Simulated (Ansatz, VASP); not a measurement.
# Two plane-wave programs on Al

File INCAR:

```
SYSTEM = Al
  PREC = Accurate
  ENCUT = 520
  EDIFF = 1E-7
  ISMEAR = 0
  SIGMA = 0.15
  LREAL = .False.
  LASPH = .True.
  NELM = 80
  ALGO = Fast
  ISIF = 2
  LWAVE = .False.
  LCHARG = .True.
  GGA = PE
  LELF = .True.
  LVHAR = .True.
  NBANDS = 8
```

The input KPOINTS:

```
Automatic mesh
0
Gamma
  20 20 20
  0 0 0
```

POSCAR

```
Al
1.0
    0.0000000000      1.9227810000      2.0239800000
    1.9227810000      0.0000000000      2.0239800000
    1.9227810000      1.9227810000      0.0000000000
Al
1
Direct
    0.0000000000      0.0000000000      0.0000000000
```

Input for Ansatz:

```yaml
crystal:
  lattice:
    - [0.0, 1.922781, 2.02398]
    - [1.922781, 0.0, 2.02398]
    - [1.922781, 1.922781, 0.0]
  atoms:
    - { symbol: Al, position: [0.0, 0.0, 0.0] }
basis:
  ecutwfc: 420
kpoints:
  mp_grid: { grid: [20, 20, 20] }
hamiltonian:
  xc: pbe
scf:
  occupations: { method: gaussian, width: 0.15 }
output:
  forces: true
  stress: true
  eigenvalues: true
```

Change from the starting cell: strain -0.050 along x and y, +0.000 along z, atoms carried along.

Alike in both runs: task single point; functional PBE; k mesh 20 × 20 × 20; occupations gaussian, width 0.15 eV; no spin polarisation.

|  | VASP | Ansatz |
| --- | --- | --- |
| version | VASP 6.6.1 | Ansatz 0.2.0 |
| potentials or method | VASP PAW PBE potentials, release 64 (Al), cutoff 520 eV | scalar-relativistic, plane waves, PAW |
| valence electrons in the cell | 3 | 3 |

```csv
,VASP,Ansatz,Ansatz less VASP
gap on the k mesh at the Fermi level (eV),none,none,-
pressure (GPa),9.6,9.6,+0.03
"traceless stress, the component that is largest in VASP (GPa)",-2.95,-2.95,0.000
```

A gap of «none» marks a metal or a gap that the smearing closes. With one functional, cell and mesh, what is left measures potentials, basis and numerics.
